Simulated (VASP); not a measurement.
# C (Fmmm) in VASP: further runs

C is run at these levels: LDA; tasks: single point.

All numbers are computed with VASP 6.6.1; they aren't measurements. Logs are shortened: lines on timing, memory, paths and dates and some standing lists are left out, and cuts for length are marked.

## 1. The cell of the first run

Symmetry: Fmmm, No. 69, orthorhombic system. The conventional cell has a = 2.519 Å, b = 4.360 Å, c = 6.518 Å, α = 90.00°, β = 90.00°, γ = 90.00°. C (site symmetry m2m) has 3 C at 1.45 Å within 1.9 Å.

## 2. Single point, LDA (strain +0.030 along x and y, -0.030 along z)

The input, INCAR:

```
ALGO     = Normal         # electronic algorithm
EDIFF    = 1E-6           # SCF threshold, eV
ENCUT    = 520            # plane-wave cutoff, eV
ISIF     = 2              # what is computed and relaxed
ISMEAR   = 0              # smearing method
LASPH    = True           # aspherical terms in the spheres
LCHARG   = False          # write CHGCAR
LREAL    = False          # projectors in reciprocal space
LWAVE    = False          # write WAVECAR
NBANDS   = 11             # bands
NELM     = 60             # most SCF steps
PREC     = Accurate       # precision mode
SIGMA    = 0.03           # smearing width, eV
```

The input, KPOINTS:

```
k-points
0
Gamma
  16 16 16
```

The input, POSCAR:

```
C
1.0
    0.0000000000      2.1801502710      3.2589567083
    1.2594682072      0.0000000000      3.2589567083
    1.2594682072      2.1801502710      0.0000000000
C
2
Direct
    0.1667065656      0.8332934344      0.1667065656
    0.8332934344      0.1667065656      0.8332934344
```

Potentials or basis: VASP PAW LDA potentials, release 64 (C).

Run with:

```console
> cat potpaw_LDA.64/C/POTCAR > POTCAR
> mpirun -np 1 vasp_std > vasp.out
```

OUTCAR:

```text
EDIFF = 1E-6
   ENCUT = 520
   ISIF = 2
   ISMEAR = 0
   LASPH = True
   LREAL = False
   NELM = 60
   PREC = Accurate

 ion  position               nearest neighbor table
   1  0.167  0.833  0.167-   2 1.45   2 1.45   2 1.45
   2  0.833  0.167  0.833-   1 1.45   1 1.45   1 1.45

  LATTYP: Found a face centered orthorhombic cell.
 ALAT       =     2.5189364144
 B/A-ratio  =     1.7310085785
 C/A-ratio  =     2.5875656802

  Lattice vectors:

 A1 = (   0.0000000000,   2.1801502710,   3.2589567083)
 A2 = (   1.2594682072,   0.0000000000,   3.2589567083)
 A3 = (   1.2594682072,   2.1801502710,   0.0000000000)

Analysis of symmetry for initial positions (statically):
=====================================================================
 Subroutine PRICEL returns:
 Original cell was already a primitive cell.

 Routine SETGRP: Setting up the symmetry group for a
 face centered orthorhombic supercell.

 Subroutine GETGRP returns: Found  8 space group operations
 (whereof  8 operations were pure point group operations)
 out of a pool of  8 trial point group operations.

The static configuration has the point symmetry D_2h.

Analysis of symmetry for dynamics (positions and initial velocities):
=====================================================================
 Subroutine PRICEL returns:
 Original cell was already a primitive cell.

 Routine SETGRP: Setting up the symmetry group for a
 face centered orthorhombic supercell.

 Subroutine GETGRP returns: Found  8 space group operations
 (whereof  8 operations were pure point group operations)
 out of a pool of  8 trial point group operations.

The dynamic configuration has the point symmetry D_2h.

 Subroutine INISYM returns: Found  8 space group operations
 (whereof  8 operations are pure point group operations),
 and found     1 'primitive' translations

----------------------------------------------------------------------------------------

                                     Primitive cell

  volume of cell :      17.8971

  direct lattice vectors                    reciprocal lattice vectors
     0.000000000  2.180150271  3.258956708    -0.396992951  0.229341989  0.153423333
     1.259468207  0.000000000  3.258956708     0.396992951 -0.229341989  0.153423333
     1.259468207  2.180150271  0.000000000     0.396992951  0.229341989 -0.153423333

  length of vectors
     3.920950654  3.493860185  2.517799708     0.483466514  0.483466514  0.483466514

  position of ions in fractional coordinates (direct lattice)
     0.166706566  0.833293434  0.166706566
     0.833293434  0.166706566  0.833293434

  ion indices of the primitive-cell ions
   primitive index   ion index
                 1           1
                 2           2

----------------------------------------------------------------------------------------

 KPOINTS: k-points

Automatic generation of k-mesh.
 Grid dimensions read from file:
 generate k-points for:   16   16   16

 Generating k-lattice:

  Cartesian coordinates                     Fractional coordinates (reciprocal lattice)
    -0.024812059  0.014333874  0.009588958     0.062500000  0.000000000  0.000000000
     0.024812059 -0.014333874  0.009588958     0.000000000  0.062500000  0.000000000
     0.024812059  0.014333874 -0.009588958     0.000000000  0.000000000  0.062500000

  Length of vectors
     0.030216657  0.030216657  0.030216657

  Shift w.r.t. Gamma in fractional coordinates (k-lattice)
     0.000000000  0.000000000  0.000000000

 Subroutine IBZKPT returns following result:
 ===========================================

 Found    621 irreducible k-points:

 Following reciprocal coordinates:
            Coordinates               Weight
  0.000000  0.000000  0.000000      1.000000
  0.062500  0.000000  0.000000      8.000000
  0.125000  0.000000  0.000000      8.000000
  0.187500  0.000000  0.000000      8.000000
  0.250000  0.000000  0.000000      8.000000
  0.312500  0.000000  0.000000      8.000000
[... 16 lines left out ...]
 -0.125000  0.062500  0.000000      8.000000
 -0.062500  0.062500  0.000000      4.000000
 [... further k-points ...]
   k-points           NKPTS =    621   k-points in BZ     NKDIM =    621   number of bands    NBANDS=     11
   number of dos      NEDOS =    301   number of ions     NIONS =      2
   total plane-waves  NPLWV =  16800
   dimension x,y,z NGX =    30 NGY =   28 NGZ =   20
   dimension x,y,z NGXF=    60 NGYF=   56 NGZF=   40
   ions per type =               2
   NGX,Y,Z   is equivalent  to a cutoff of  12.72, 13.32, 13.21 a.u.
   NGXF,Y,Z  is equivalent  to a cutoff of  25.44, 26.65, 26.41 a.u.
 SYSTEM =  unknown system
   PREC   = accura    normal or accurate (medium, high low for compatibility)
   ISTART =      0    job   : 0-new  1-cont  2-samecut
   ICHARG =      2    charge: 1-file 2-atom 10-const
   ISPIN  =      1    spin polarized calculation?
   LNONCOLLINEAR =      F non collinear calculations
   LSORBIT =      F    spin-orbit coupling
   LASPH  =      T    aspherical Exc in radial PAW
   ENCUT  =  520.0 eV  38.22 Ry    6.18 a.u.   7.29  6.50  4.68*2*pi/ulx,y,z
   NELM   =     60;   NELMIN=  2; NELMDL= -5     # of ELM steps
   EDIFF  = 0.1E-05   stopping-criterion for ELM
   LREAL  =      F    real-space projection
   EDIFFG = 0.1E-04   stopping-criterion for IOM
   NSW    =      0    number of steps for IOM
   IBRION =     -1    ionic relax: 0-MD 1-quasi-New 2-CG
   NFREE  =      0    steps in history (QN), initial steepest desc. (CG)
   ISIF   =      2    stress and relaxation
   ISYM   =      2    0-nonsym 1-usesym 2-fastsym
   POTIM  = 0.5000    time-step for ionic-motion
   TEBEG  =    0.0;   TEEND  =   0.0 temperature during run
   PSTRESS=    0.0 pullay stress
   NELECT =       8.0000    total number of electrons
   NUPDOWN=      -1.0000    fix difference up-down
   EMIN   =  10.00;   EMAX   =-10.00  energy-range for DOS
   EFERMI =   0.00;   METHOD = LEGACY
   ISMEAR =     0;   SIGMA  =   0.03  broadening in eV -4-tet -1-fermi 0-gaus
   EFERMI_NEDOS =   21; number of points for ismear=-14 and -15
   IALGO  =     38    algorithm
   IMIX   =      4    mixing-type and parameters
     AMIX     =   0.40;   BMIX     =  1.00
     AMIX_MAG =   1.60;   BMIX_MAG =  1.00
  volume/ion in A,a.u.               =       8.95        60.39
  Fermi-wavevector in a.u.,A,eV,Ry     =   1.251730  2.365427 21.317998  1.566829
  Thomas-Fermi vector in A             =   2.385664
   LORBIT       =      0    0 simple, 1 ext, 2 COOP (PROOUT), +10 PAW based schemes
   GGA     = CA    functional components
   LHFCALC =     F    Hartree Fock is set to
   AEXX    =    0.0000 exact exchange contribution
   IVDW    =     0    specifies the selected vdW correction
   LEPSILON=     F    determine dielectric tensor
   LRPA    =     F    only Hartree local field effects (RPA)
 non-spin polarized calculation
 Gauss-broadening in eV      SIGMA  =   0.03
  energy-cutoff  :      520.00
  volume of cell :       17.90
 maximum number of plane-waves:       502
 NGX is ok and might be reduce to    30
   NGX = 15   NGY = 13   NGZ =  9

 number of electron       8.0000000 magnetization

 Free energy of the ion-electron system (eV)
  ---------------------------------------------------
  ext. energy  EPLUGINS =         0.00000000
  ---------------------------------------------------
  free energy    TOTEN  =       -20.10966316 eV

  energy without entropy =      -20.10962449  energy(sigma->0) =      -20.10964382

 E-fermi :   4.3083     XC(G=0): -10.8049

 val. band max:        4.2962748374   @ k =  -0.0625   0.2500   0.3125
 cond. band min:       4.3141847008   @ k =   0.4375  -0.1875   0.3750
 fundamental gap:      0.0179098634
 Fermi energy:         4.3082591435

 k-point     1 :       0.0000    0.0000    0.0000
  band No.  band energies     occupation
      1     -14.5400      2.00000
      2      -1.4666      2.00000
      3       1.4210      2.00000
      4       1.4466      2.00000
      5       8.8530      0.00000
      6      12.2990      0.00000
      7      12.4010      0.00000
      8      14.9556      0.00000
      9      15.9558      0.00000
     10      25.9472      0.00000
     11      29.8307      0.00000

 k-point     2 :       0.0625    0.0000    0.0000
  band No.  band energies     occupation
      1     -14.4469      2.00000
      2      -1.3972      2.00000
      3       1.0876      2.00000
      4       1.2450      2.00000
      5       9.0140      0.00000
      6      12.4035      0.00000
      7      12.7034      0.00000
      8      14.6426      0.00000
      9      16.1306      0.00000
     10      26.2280      0.00000
     11      28.3964      0.00000

 k-point     3 :       0.1250    0.0000    0.0000
  band No.  band energies     occupation
      1     -14.1683      2.00000
      2      -1.1871      2.00000
      3       0.1391      2.00000
      4       0.7704      2.00000
      5       9.4913      0.00000
      6      12.4095      0.00000
      7      13.7074      0.00000
      8      13.7858      0.00000
      9      16.6991      0.00000
     10      26.1185      0.00000
     11      27.0628      0.00000

 k-point     4 :       0.1875    0.0000    0.0000
  band No.  band energies     occupation
      1     -13.7070      2.00000
      2      -1.1907      2.00000
      3      -0.8313      2.00000
      4       0.1587      2.00000
      5      10.2622      0.00000
      6      12.2660      0.00000
      7      12.4778      0.00000
      8      15.2429      0.00000
      9      17.6455      0.00000
     10      24.2166      0.00000
     11      27.8429      0.00000

 k-point     5 :       0.2500    0.0000    0.0000
  band No.  band energies     occupation
      1     -13.0678      2.00000
      2      -2.7109      2.00000
      3      -0.4599      2.00000
      4      -0.3258      2.00000
      5      10.8369      0.00000
      6      11.3770      0.00000
      7      12.0637      0.00000
      8      17.0651      0.00000
      9      18.7950      0.00000
     10      22.6951      0.00000
     11      27.2385      0.00000
[... 211 lines left out ...]
 k-point    21 :      -0.2500    0.0625    0.0000
  band No.  band energies     occupation
      1     -12.3047      2.00000
      2      -4.2669      2.00000
      3      -0.9975      2.00000
      4       0.6534      2.00000
      5       9.1706      0.00000
      6      11.6092      0.00000
      7      12.0890      0.00000
      8      19.0261      0.00000
      9      20.0359      0.00000
     10      21.3794      0.00000
     11      26.5104      0.00000

 k-point    22 :      -0.1875    0.0625    0.0000
  band No.  band energies     occupation
      1     -13.1059      2.00000
      2      -2.6946      2.00000
      3      -0.4589      2.00000
      4      -0.0352      2.00000
      5      10.6675      0.00000
      6      10.9186      0.00000
      7      12.0357      0.00000
      8      17.0653      0.00000
      9      18.8887      0.00000
     10      22.4797      0.00000
     11      27.3437      0.00000

 k-point    23 :      -0.1250    0.0625    0.0000
  band No.  band energies     occupation
      1     -13.7341      2.00000
      2      -1.1822      2.00000
      3      -0.6151      2.00000
      4       0.1587      2.00000
      5       9.8598      0.00000
      6      12.2687      0.00000
      7      12.4274      0.00000
      8      15.2424      0.00000
      9      17.6789      0.00000
     10      24.0972      0.00000
     11      28.0020      0.00000

 k-point    24 :      -0.0625    0.0625    0.0000
  band No.  band energies     occupation
      1     -14.1823      2.00000
      2      -1.0715      2.00000
      3       0.1420      2.00000
      4       0.7704      2.00000
      5       9.2775      0.00000
      6      12.4114      0.00000
      7      13.7287      0.00000
      8      13.7498      0.00000
      9      16.7099      0.00000
     10      26.1151      0.00000
     11      27.0181      0.00000

 [... further k-points ...]

------------------------ aborting loop because EDIFF is reached ----------------------------------------

  FORCE on cell =-STRESS in cart. coord.  units (eV):
  Direction    XX          YY          ZZ          XY          YZ          ZX
  --------------------------------------------------------------------------------------
  -------------------------------------------------------------------------------------
  Total       -3.7114958     -3.7941113      0.1293231      0.0000000      0.0000000      0.0000000
  in kB     -332.2594429   -339.6553225     11.5772273      0.0000000      0.0000000      0.0000000
  external PRESSURE =    -220.1125127 kB  Pullay stress =       0.0000000 kB

 VOLUME and BASIS-vectors are now :
 -----------------------------------------------------------------------------
  energy-cutoff  :      520.00
  volume of cell :       17.90
      direct lattice vectors                 reciprocal lattice vectors
     0.000000000  2.180150271  3.258956708    -0.396992951  0.229341989  0.153423333
     1.259468207  0.000000000  3.258956708     0.396992951 -0.229341989  0.153423333
     1.259468207  2.180150271  0.000000000     0.396992951  0.229341989 -0.153423333

 POSITION                                       TOTAL-FORCE (eV/Angst)
 -----------------------------------------------------------------------------------
      1.25947      0.72689      3.25896         0.000000     -0.032194      0.000000
      1.25947      3.63341      3.25896         0.000000      0.032194      0.000000
 -----------------------------------------------------------------------------------
    total drift:                                0.000000      0.000000     -0.000000

  FREE ENERGIE OF THE ION-ELECTRON SYSTEM (eV)
  ---------------------------------------------------
  free  energy   TOTEN  =       -20.1096631578 eV

  energy  without entropy=      -20.1096244875  energy(sigma->0) =      -20.10964382
```

Run time: 50 s. Hardware: 1 thread of Intel Xeon 6975P-C (Granite Rapids), shared host; peak memory 0.2 GiB.

What came out:

```
Free energy            : -20.1097 eV
Pressure               : -22.0 GPa
Largest force          : 0.032 eV/Å
Band gap on the k mesh : zero (bands 4 and 5 overlap by 0.11 eV)
```

Forces on the atoms (eV/Å):
```
C    0.000 -0.032  0.000
C    0.000  0.032  0.000
```

Levels at points of the mesh, in eV from the Fermi level:
```
           k point  band 1  band 2  band 3  band 4  band 5  band 6  band 7  band 8
(0.00, 0.00, 0.00)  -18.85   -5.77   -2.89   -2.86    4.54    7.99    8.09   10.65
(0.50, 0.00, 0.00)  -13.66  -12.59   -6.06   -2.12    1.67    6.99   12.28   13.66
(0.50, 0.50, 0.00)  -18.44   -8.20   -2.92   -2.87    7.94    8.04   10.84   11.20
(0.50, 0.00, 0.50)  -13.80  -12.71   -6.03   -1.14    2.67    7.24   11.08   11.19
(0.00, 0.50, 0.50)  -13.49  -12.46   -6.11   -2.95    0.87    6.72   13.44   17.74
```

Caveat: the cell differs from its parent crystal (strain +0.030 along x and y, -0.030 along z); the cell stands under tension.

(Continued in part 2 of 3.)
